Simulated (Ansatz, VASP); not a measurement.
**Two plane-wave programs on Mg5TlO4**

```
Mg Tl O
1.0
     3.30537    0.00000    0.00000
     0.00000    3.30537    0.00000
     0.00000    0.00000   16.59016
Mg Tl O
5 1 4
Cartesian
  1.6527 1.6527 1.6859
  1.6527 1.6527 4.9810
  1.6527 1.6527 8.2951
  1.6527 1.6527 11.6092
  1.6527 1.6527 14.9042
  0.0000 0.0000 0.0000
  0.0000 0.0000 3.3174
  0.0000 0.0000 6.6418
  0.0000 0.0000 9.9483
  0.0000 0.0000 13.2728
```

Change from the starting cell: species swapped into the CeY4Zn5 type (P4/mmm, No. 123).

Alike in both runs: task relaxation of cell and atoms; functional PBE; k mesh 6 × 6 × 1; occupations gaussian, width 0.1 eV; no spin polarisation.

|  | VASP | Ansatz |
| --- | --- | --- |
| version | VASP 6.6.1 | Ansatz 0.2.0 |
| potentials or method | VASP PAW PBE potentials, release 64 (Mg, Tl_d, O), cutoff 600 eV | scalar-relativistic, plane waves, PAW |
| valence electrons in the cell | 47 | 87 |

|  | VASP | Ansatz | Ansatz less VASP |
| --- | --- | --- | --- |
| gap on the k mesh at the Fermi level, each at its own relaxed structure (eV) | none | none | - |
| relaxed volume (Å³/atom) | 12.31 | 12.35 | +0.036 |
| relaxed length of the cell vector where the two differ most in proportion (Å) | 15.808 | 15.758 | -0.0499 |

A gap of «none» marks a metal or a gap that the smearing closes. VASP's potentials hold 47 valence electrons a cell and Ansatz's 87, so a difference there can come from the potentials and not from the codes.

The k mesh is coarse, so the values compare programs but aren't converged. Spin-orbit coupling is off throughout. Noted on VASP's run: the volume moved by over 15 % at a fixed basis, so the end points are rough.
